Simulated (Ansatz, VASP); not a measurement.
# Ti3H: VASP beside Ansatz

```
Ti H
1.0
     2.81935    0.00000    0.00000
    -0.93978    2.65811    0.00000
     0.00000    0.00000   21.32597
Ti H
3 1
Direct
  0.50000 0.50000 0.18756
  0.00000 0.00000 0.28927
  0.50000 0.50000 0.39041
  0.00000 0.00000 0.46966
```

Alike in both runs: task single point; functional PBE; k mesh 10 × 10 × 1; occupations gaussian, width 0.1 eV; no spin polarisation.

```csv
,VASP,Ansatz
version,VASP 6.6.1,Ansatz 0.2.0
potentials or method,"VASP PAW PBE potentials, release 64 (Ti_sv, H), cutoff 520 eV","scalar-relativistic, plane waves, PAW"
valence electrons in the cell,37,37
```

Ansatz gave:

| Item | Value |
| --- | --- |
| gap on the k mesh at the Fermi level (eV) | none |
| rms of the force components (eV/Å) | 0.778 |

Problem. Which values does VASP return?

Solution. gap on the k mesh at the Fermi level (eV): none; rms of the force components (eV/Å): 0.776.

Atom by atom the forces differ by 0.005 eV/Å (rms over components). A gap of «none» marks a metal or a gap that the smearing closes.
